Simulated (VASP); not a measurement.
Runs of VASP 6.6.1 on MnSb. The structure is that of space group P6_3/mmc (No. 194), or close to it. The cells are those of the table. 

```csv
task,level,potentials or basis,U,fixed moment (μB),cell,k mesh,cutoff (eV),gap on the mesh (eV),pressure (GPa),moment (μB),relaxed volume (Å³/atom)
single point,PBEsol,"VASP PAW PBE potentials, release 64 (Sb_d_GW, Mn_sv)",-,12.0,"a = 4.150, b = 4.150, c = 5.780 Å, angles 90.0, 90.0, 120.0°, 4 atoms",6 × 6 × 4,680,-,16.4,12.00,-
relaxation of cell and atoms,revPBE+D3(BJ),"VASP PAW PBE potentials, release 64 (Sb, Mn_pv)",-,-,"relaxed from a = 4.150, b = 4.150, c = 5.780 Å, angles 90.0, 90.0, 120.0°, 4 atoms",7 × 7 × 5,600,none,0.0,5.89,(d)
single point,PBEsol,"VASP PAW PBE potentials, release 64 (Sb_d_GW, Mn_sv)",-,4.0,"a = 4.150, b = 4.150, c = 5.780 Å, angles 90.0, 90.0, 120.0°, 4 atoms",6 × 6 × 4,680,-,-15.6,4.00,-
relaxation of cell and atoms,revPBE,"VASP PAW PBE potentials, release 64 (Sb, Mn_pv)",-,-,"relaxed from a = 4.150, b = 4.150, c = 5.780 Å, angles 90.0, 90.0, 120.0°, 4 atoms",7 × 7 × 5,600,none,0.0,(c),(a)
single point,PBEsol,"VASP PAW PBE potentials, release 64 (Sb_d_GW, Mn_sv)",-,6.0,"a = 4.150, b = 4.150, c = 5.780 Å, angles 90.0, 90.0, 120.0°, 4 atoms",6 × 6 × 4,680,-,-9.9,6.00,-
relaxation of cell and atoms,PBE+U,"VASP PAW PBE potentials, release 64 (Sb, Mn_pv)",Mn d U = 7.0 eV,-,"relaxed from a = 4.150, b = 4.150, c = 5.780 Å, angles 90.0, 90.0, 120.0°, 4 atoms",7 × 7 × 5,600,none,0.1,4.63,24.83
single point,PBE,"VASP PAW PBE potentials, release 64 (Sb_d_GW, Mn_sv)",-,16.0,"a = 4.150, b = 4.150, c = 5.780 Å, angles 90.0, 90.0, 120.0°, 4 atoms",6 × 6 × 4,680,-,42.7,16.00,-
relaxation of cell and atoms,RPBE,"VASP PAW PBE potentials, release 64 (Sb, Mn_pv)",-,-,"relaxed from a = 4.150, b = 4.150, c = 5.780 Å, angles 90.0, 90.0, 120.0°, 4 atoms",7 × 7 × 5,600,none,0.0,(b),21.31
single point,revPBE+D3(BJ),"VASP PAW PBE potentials, release 64 (Sb, Mn_pv)",-,-,"a = 3.996, b = 3.996, c = 5.464 Å, angles 90.0, 90.0, 120.0°, 4 atoms",7 × 7 × 5,520,none,-0.1,5.89,-
single point,BLYP+D3(BJ),"VASP PAW PBE potentials, release 64 (Sb, Mn_pv)",-,-,"a = 4.014, b = 4.014, c = 5.501 Å, angles 90.0, 90.0, 120.0°, 4 atoms",7 × 7 × 5,520,none,0.0,5.67,-
single point,LDA,"VASP PAW LDA potentials, release 64 (Sb_d_GW, Mn_sv)",-,-,"a = 4.150, b = 4.150, c = 5.780 Å, angles 90.0, 90.0, 120.0°, 4 atoms",7 × 7 × 5,680,none,-11.4,6.40,-
single point,LDA+U,"VASP PAW LDA potentials, release 64 (Sb_d_GW, Mn_sv)",Mn d U = 6.0 eV,-,"a = 4.150, b = 4.150, c = 5.780 Å, angles 90.0, 90.0, 120.0°, 4 atoms",7 × 7 × 5,680,none,2.8,8.16,-
```

Alike in all rows: spin collinear, ferromagnetic start; smearing fermi-dirac 0.05 eV.

Q: Fill in the values left out.

A: (a) 21.01; (b) 6.71; (c) 6.61; (d) 18.87.

Caveats: spin-orbit coupling is left out, which moves the levels of the heavy elements; the run started ferromagnetic, and an antiferromagnetic order may lie lower in energy; the PAW data sets were made with another functional, which shifts forces and pressure a little (at least some runs); the total moment is fixed, so each spin has its own Fermi level and the state may be an excited one (at least some runs); the cell stands under tension (at least some runs); the cell stands under pressure (at least some runs); the U is typed as a test and isn't derived for this compound (at least some runs).

A k mesh can miss the band edges, and the runs leave out spin-orbit coupling on Sb.

A gap of «none» marks levels without a gap at the run's occupations.

The runs don't all hold the same shells in valence.
